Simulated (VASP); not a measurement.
# Rb2IrSe2 (Ibam) in VASP: single point with PBE+U

Aim: the single point of Rb2IrSe2 with PBE+U.

Everything below comes from runs of VASP 6.6.1. Logs are shortened: lines on timing, memory, paths and dates and some standing lists are left out, and cuts for length are marked.

**1. The cell of the first run**

It takes space group Ibam (No. 72, orthorhombic). The conventional cell has a = 7.383 Å, b = 13.768 Å, c = 6.601 Å, α = 90.00°, β = 90.00°, γ = 90.00°. Rb (site symmetry m) has 6 Se at 3.45 to 3.96 Å and 2 Ir at 3.62 Å and 2 Rb at 4.07 Å within 4.5 Å. Se (site symmetry m) has 2 Ir at 2.59 Å within 3.4 Å. Ir (site symmetry 222) has 4 Se at 2.59 Å and 2 Ir at 3.30 Å within 3.4 Å.

**2. Single point, PBE+U**

Input file INCAR:

```
SYSTEM = Rb2IrSe2
PREC = Accurate ; ENCUT = 520
EDIFF = 1E-6 ; ISMEAR = -1
SIGMA = 0.0788 ; LREAL = .FALSE.
LASPH = .TRUE. ; NELM = 150
ALGO = Normal ; ISIF = 2
LWAVE = .FALSE. ; LCHARG = .FALSE.
LMAXMIX = 4 ; LDAU = .TRUE.
LDAUTYPE = 2 ; LDAUL = -1 -1 2
LDAUU = 0 0 2.86 ; LDAUJ = 0 0 0
LDAUPRINT = 1 ; GGA = PE
NBANDS = 50
```

Input file KPOINTS:

```
Automatic mesh
0
Gamma
  3 3 3
  0 0 0.5
```

Input file POSCAR:

```
Rb2IrSe2
1.0
    0.0000000000      0.0000000000      6.6013030000
    7.3825340000      0.0000000000      0.0000000000
    3.6912670000      6.8839720000     -3.3006520000
Rb Se Ir
4 4 2
Direct
    0.1475300000      0.1917700000      0.2950600000
    0.8524700000      0.8082300000      0.7049400000
    0.3524700000      0.4868300000      0.7049400000
    0.6475300000      0.5131700000      0.2950600000
    0.8975200000      0.2926800000      0.7950400000
    0.1024800000      0.7073200000      0.2049600000
    0.6024800000      0.0877200000      0.2049600000
    0.3975200000      0.9122800000      0.7950400000
    0.2500000000      0.0000000000      0.0000000000
    0.7500000000      0.0000000000      0.0000000000
```

Potentials or basis: VASP PAW PBE potentials, release 64 (Rb_sv, Se, Ir).

Run with:

```sh
$ cat potpaw_PBE.64/Rb_sv/POTCAR potpaw_PBE.64/Se/POTCAR potpaw_PBE.64/Ir/POTCAR > POTCAR
$ mpirun -np 1 vasp_std > vasp.out
```

OUTCAR:

```text
SYSTEM = Rb2IrSe2
   PREC = Accurate
   ENCUT = 520
   EDIFF = 1E-6
   ISMEAR = -1
   LREAL = .FALSE.
   LASPH = .TRUE.
   NELM = 150
   ISIF = 2
   GGA = PE

 ion  position               nearest neighbor table
   1  0.148  0.192  0.295-   8 3.45   6 3.53   7 3.53   7 3.53   5 3.61  10 3.62   9 3.62   6 3.96
                             4 4.07   4 4.07   2 4.54   2 4.54   3 4.65   3 4.65   2 4.70   3 5.23
   2  0.852  0.808  0.705-   7 3.45   5 3.53   8 3.53   8 3.53   6 3.61   9 3.62  10 3.62   5 3.96
                             3 4.07   3 4.07   1 4.54   1 4.54   4 4.65   4 4.65   1 4.70   4 5.23
   3  0.352  0.487  0.705-   6 3.45   8 3.53   5 3.53   5 3.53   7 3.61  10 3.62   9 3.62   8 3.96
                             2 4.07   2 4.07   4 4.54   4 4.54   1 4.65   1 4.65   4 4.70   1 5.23
   4  0.648  0.513  0.295-   5 3.45   7 3.53   6 3.53   6 3.53   8 3.61   9 3.62  10 3.62   7 3.96
                             1 4.07   1 4.07   3 4.54   3 4.54   2 4.65   2 4.65   3 4.70   2 5.23
   5  0.898  0.293  0.795-   9 2.59  10 2.59   4 3.45   2 3.53   3 3.53   3 3.53   1 3.61   2 3.96
[... 7 lines left out ...]
   9  0.250  0.000  0.000-   5 2.59   7 2.59   6 2.59   8 2.59  10 3.30  10 3.30   2 3.62   4 3.62
                             1 3.62   3 3.62
  10  0.750  0.000  0.000-   6 2.59   8 2.59   7 2.59   5 2.59   9 3.30   9 3.30   1 3.62   3 3.62
                             2 3.62   4 3.62

  LATTYP: Found a body centered orthorhombic cell.
 ALAT       =     6.6013030000
 B/A-ratio  =     1.1183449692
 C/A-ratio  =     2.0856403652

  Lattice vectors:

 A1 = (   3.6912670000,  -6.8839720000,   3.3006520000)
 A2 = (  -3.6912670000,  -6.8839720000,  -3.3006510000)
 A3 = (   3.6912670000,   6.8839720000,  -3.3006520000)

Analysis of symmetry for initial positions (statically):
=====================================================================
 Subroutine PRICEL returns:
 Original cell was already a primitive cell.

 Routine SETGRP: Setting up the symmetry group for a
 body centered orthorhombic supercell.

 Subroutine GETGRP returns: Found  8 space group operations
 (whereof  4 operations were pure point group operations)
 out of a pool of  8 trial point group operations.

The static configuration has the point symmetry C_2h.
 The point group associated with its full space group is D_2h.

Analysis of symmetry for dynamics (positions and initial velocities):
=====================================================================
 Subroutine PRICEL returns:
 Original cell was already a primitive cell.

 Routine SETGRP: Setting up the symmetry group for a
 body centered orthorhombic supercell.

 Subroutine GETGRP returns: Found  8 space group operations
 (whereof  4 operations were pure point group operations)
 out of a pool of  8 trial point group operations.

The dynamic configuration has the point symmetry C_2h.
 The point group associated with its full space group is D_2h.

 Subroutine INISYM returns: Found  8 space group operations
 (whereof  4 operations are pure point group operations),
 and found     1 'primitive' translations

----------------------------------------------------------------------------------------

                                     Primitive cell

  volume of cell :     335.4859

  direct lattice vectors                    reciprocal lattice vectors
     0.000000000  0.000000000  6.601303000     0.000000000  0.072632497  0.151485245
[... 134 lines left out ...]
 -0.0000  0.6521 -0.0000  0.0000  0.0000
 -0.0000 -0.0000  0.8538  0.0000  0.0016
 -0.0000  0.0000  0.0000  0.6624 -0.0000
  0.0000  0.0000  0.0016 -0.0000  0.9041

spin component  2

  0.6255 -0.0000 -0.0000 -0.0000  0.0000
 -0.0000  0.6521 -0.0000  0.0000  0.0000
 -0.0000 -0.0000  0.8538  0.0000  0.0016
 -0.0000  0.0000  0.0000  0.6624 -0.0000
  0.0000  0.0000  0.0016 -0.0000  0.9041

 occupancies and eigenvectors

  o =  0.6255  v =  1.0000  0.0000  0.0000  0.0000 -0.0000  0.0000  0.0000  0.0000  0.0000  0.0000      0.0000  0.0000  0.0000  0.0000  0.0000  0.0000  0.0000  0.0000  0.0000  0.0000
  o =  0.6255  v =  0.0000  0.0000  0.0000  0.0000  0.0000  1.0000  0.0000  0.0000  0.0000 -0.0000      0.0000  0.0000  0.0000  0.0000  0.0000  0.0000  0.0000  0.0000  0.0000  0.0000
  o =  0.6521  v =  0.0000 -1.0000 -0.0000  0.0000  0.0000  0.0000  0.0000  0.0000  0.0000  0.0000      0.0000  0.0000  0.0000  0.0000  0.0000  0.0000  0.0000  0.0000  0.0000  0.0000
  o =  0.6521  v =  0.0000  0.0000  0.0000  0.0000  0.0000  0.0000 -1.0000 -0.0000  0.0000  0.0000      0.0000  0.0000  0.0000  0.0000  0.0000  0.0000  0.0000  0.0000  0.0000  0.0000
  o =  0.6624  v =  0.0000 -0.0000  0.0000 -1.0000 -0.0000  0.0000  0.0000  0.0000  0.0000  0.0000      0.0000  0.0000  0.0000  0.0000  0.0000  0.0000  0.0000  0.0000  0.0000  0.0000
  o =  0.6624  v =  0.0000  0.0000  0.0000  0.0000  0.0000  0.0000 -0.0000  0.0000 -1.0000 -0.0000      0.0000  0.0000  0.0000  0.0000  0.0000  0.0000  0.0000  0.0000  0.0000  0.0000
  o =  0.8538  v =  0.0000  0.0000 -0.9995 -0.0000  0.0326  0.0000  0.0000  0.0000  0.0000  0.0000      0.0000  0.0000  0.0000  0.0000  0.0000  0.0000  0.0000  0.0000  0.0000  0.0000
  o =  0.8538  v =  0.0000  0.0000  0.0000  0.0000  0.0000  0.0000  0.0000 -0.9995 -0.0000  0.0326      0.0000  0.0000  0.0000  0.0000  0.0000  0.0000  0.0000  0.0000  0.0000  0.0000
  o =  0.9041  v =  0.0000  0.0000  0.0000  0.0000  0.0000 -0.0000  0.0000  0.0326 -0.0000  0.9995      0.0000  0.0000  0.0000  0.0000  0.0000  0.0000  0.0000  0.0000  0.0000  0.0000
  o =  0.9041  v = -0.0000  0.0000  0.0326 -0.0000  0.9995  0.0000  0.0000  0.0000  0.0000  0.0000      0.0000  0.0000  0.0000  0.0000  0.0000  0.0000  0.0000  0.0000  0.0000  0.0000

atom =  10  type =  3  l = 2

 onsite density matrix

spin component  1

  0.6255 -0.0000  0.0000 -0.0000  0.0000
 -0.0000  0.6521 -0.0000  0.0000  0.0000
  0.0000 -0.0000  0.8538  0.0000  0.0016
 -0.0000  0.0000  0.0000  0.6624 -0.0000
  0.0000  0.0000  0.0016 -0.0000  0.9041

spin component  2

  0.6255 -0.0000  0.0000 -0.0000  0.0000
 -0.0000  0.6521 -0.0000  0.0000  0.0000
  0.0000 -0.0000  0.8538  0.0000  0.0016
 -0.0000  0.0000  0.0000  0.6624 -0.0000
  0.0000  0.0000  0.0016 -0.0000  0.9041

 occupancies and eigenvectors

  o =  0.6255  v =  1.0000  0.0000 -0.0000  0.0000 -0.0000  0.0000  0.0000  0.0000  0.0000  0.0000      0.0000  0.0000  0.0000  0.0000  0.0000  0.0000  0.0000  0.0000  0.0000  0.0000
  o =  0.6255  v =  0.0000  0.0000  0.0000  0.0000  0.0000  1.0000  0.0000 -0.0000  0.0000 -0.0000      0.0000  0.0000  0.0000  0.0000  0.0000  0.0000  0.0000  0.0000  0.0000  0.0000
  o =  0.6521  v = -0.0000  1.0000  0.0000 -0.0000 -0.0000  0.0000  0.0000  0.0000  0.0000  0.0000      0.0000  0.0000  0.0000  0.0000  0.0000  0.0000  0.0000  0.0000  0.0000  0.0000
  o =  0.6521  v =  0.0000  0.0000  0.0000  0.0000  0.0000 -0.0000  1.0000  0.0000 -0.0000 -0.0000      0.0000  0.0000  0.0000  0.0000  0.0000  0.0000  0.0000  0.0000  0.0000  0.0000
  o =  0.6624  v =  0.0000 -0.0000  0.0000 -1.0000 -0.0000  0.0000  0.0000  0.0000  0.0000  0.0000      0.0000  0.0000  0.0000  0.0000  0.0000  0.0000  0.0000  0.0000  0.0000  0.0000
  o =  0.6624  v =  0.0000  0.0000  0.0000  0.0000  0.0000  0.0000 -0.0000  0.0000 -1.0000 -0.0000      0.0000  0.0000  0.0000  0.0000  0.0000  0.0000  0.0000  0.0000  0.0000  0.0000
  o =  0.8538  v = -0.0000  0.0000 -0.9995 -0.0000  0.0326  0.0000  0.0000  0.0000  0.0000  0.0000      0.0000  0.0000  0.0000  0.0000  0.0000  0.0000  0.0000  0.0000  0.0000  0.0000
  o =  0.8538  v =  0.0000  0.0000  0.0000  0.0000  0.0000 -0.0000  0.0000 -0.9995 -0.0000  0.0326      0.0000  0.0000  0.0000  0.0000  0.0000  0.0000  0.0000  0.0000  0.0000  0.0000
  o =  0.9041  v =  0.0000  0.0000  0.0000  0.0000  0.0000 -0.0000 -0.0000 -0.0326 -0.0000 -0.9995      0.0000  0.0000  0.0000  0.0000  0.0000  0.0000  0.0000  0.0000  0.0000  0.0000
  o =  0.9041  v = -0.0000 -0.0000 -0.0326 -0.0000 -0.9995  0.0000  0.0000  0.0000  0.0000  0.0000      0.0000  0.0000  0.0000  0.0000  0.0000  0.0000  0.0000  0.0000  0.0000  0.0000

 number of electron      77.9999999 magnetization

 Free energy of the ion-electron system (eV)
  ---------------------------------------------------
  ext. energy  EPLUGINS =         0.00000000
  ---------------------------------------------------
  free energy    TOTEN  =       -34.37685818 eV

  energy without entropy =      -34.24701607  energy(sigma->0) =      -34.31193712

 E-fermi :   2.2973     XC(G=0):  -8.1279

 val. band max:        2.2530643202   @ k =  -0.3333   0.0000   0.1667
 cond. band min:       2.3320087616   @ k =   0.0000  -0.3333   0.1667
 fundamental gap:      0.0789444414
 Fermi energy:         2.2972503445

 k-point     1 :       0.0000    0.0000    0.1667
  band No.  band energies     occupation
      1     -25.4549      2.00000
      2     -25.4422      2.00000
      3     -25.4261      2.00000
      4     -25.4238      2.00000
      5     -11.0004      2.00000
      6     -10.6947      2.00000
[... 413 lines left out ...]
     49       5.8348      0.00000
     50       5.9436      0.00000

------------------------ aborting loop because EDIFF is reached ----------------------------------------

  FORCE on cell =-STRESS in cart. coord.  units (eV):
  Direction    XX          YY          ZZ          XY          YZ          ZX
  --------------------------------------------------------------------------------------
  -------------------------------------------------------------------------------------
  Total       -5.2107550     -5.0240425     -5.6940402     -0.0000000      0.0000004      0.0000000
  in kB      -24.8849642    -23.9932826    -27.1929857     -0.0000000      0.0000017      0.0000000
  external PRESSURE =     -25.3570775 kB  Pullay stress =       0.0000000 kB

 VOLUME and BASIS-vectors are now :
 -----------------------------------------------------------------------------
  energy-cutoff  :      520.00
  volume of cell :      335.49
      direct lattice vectors                 reciprocal lattice vectors
     0.000000000  0.000000000  6.601303000     0.000000000  0.072632497  0.151485245
     7.382534000  0.000000000  0.000000000     0.135454845 -0.072632486  0.000000000
     3.691267000  6.883972000 -3.300652000     0.000000000  0.145264972  0.000000000

 POSITION                                       TOTAL-FORCE (eV/Angst)
 -----------------------------------------------------------------------------------
      2.50489      2.03118     -0.00000        -0.080569     -0.145945      0.000000
      8.56891      4.85279      3.30065         0.080569      0.145945     -0.000000
      6.19616      4.85279     -0.00000        -0.080569      0.145945     -0.000000
      4.87764      2.03118      3.30065         0.080569     -0.145945      0.000000
      5.09542      5.47303      3.30065        -1.109521      1.047656     -0.000000
      5.97838      1.41094     -0.00000         1.109521     -1.047656      0.000000
      1.40416      1.41094      3.30065        -1.109521     -1.047656      0.000000
      9.66964      5.47303     -0.00000         1.109521      1.047656     -0.000000
      0.00000      0.00000      1.65033        -0.000000      0.000000      0.000000
      0.00000      0.00000      4.95098        -0.000000      0.000000     -0.000000
 -----------------------------------------------------------------------------------
    total drift:                                0.000000      0.000000     -0.000000

  FREE ENERGIE OF THE ION-ELECTRON SYSTEM (eV)
  ---------------------------------------------------
  free  energy   TOTEN  =       -34.3768581754 eV

  energy  without entropy=      -34.2470160722  energy(sigma->0) =      -34.31193712
```

Run time: 5.7 min. Hardware: 1 thread of AMD EPYC, shared host; peak memory 0.46 GiB.

What came out:

| Property | Result |
| --- | --- |
| Free energy | -34.3769 eV |
| Pressure | -2.5 GPa |
| Largest force | 1.526 eV/Å |
| Band gap on the k mesh | 0.08 eV, indirect (least direct gap 0.26 eV) |

Forces in eV/Å, atoms in the order of the input:
```
Rb  -0.081 -0.146  0.000
Rb   0.081  0.146  0.000
Rb  -0.081  0.146  0.000
Rb   0.081 -0.146  0.000
Se  -1.110  1.048  0.000
Se   1.110 -1.048  0.000
Se  -1.110 -1.048  0.000
Se   1.110  1.048  0.000
Ir   0.000  0.000  0.000
Ir   0.000  0.000  0.000
```

Stress tensor (GPa, compression positive):
```
-2.49  0.00  0.00
 0.00 -2.40  0.00
 0.00  0.00 -2.72
```

Eigenvalues of the final occupation matrices:
```tsv
site	spin	trace	eigenvalues
site 9 d	1	3.70	0.63 0.65 0.66 0.85 0.90
site 9 d	2	3.70	0.63 0.65 0.66 0.85 0.90
site 10 d	1	3.70	0.63 0.65 0.66 0.85 0.90
site 10 d	2	3.70	0.63 0.65 0.66 0.85 0.90
```

Caveat: spin-orbit coupling is left out, which moves the levels of the heavy elements; forces of over 1 eV/Å act on the atoms, so gaps and moduli don't describe the material at rest. A k mesh can miss the band edges.
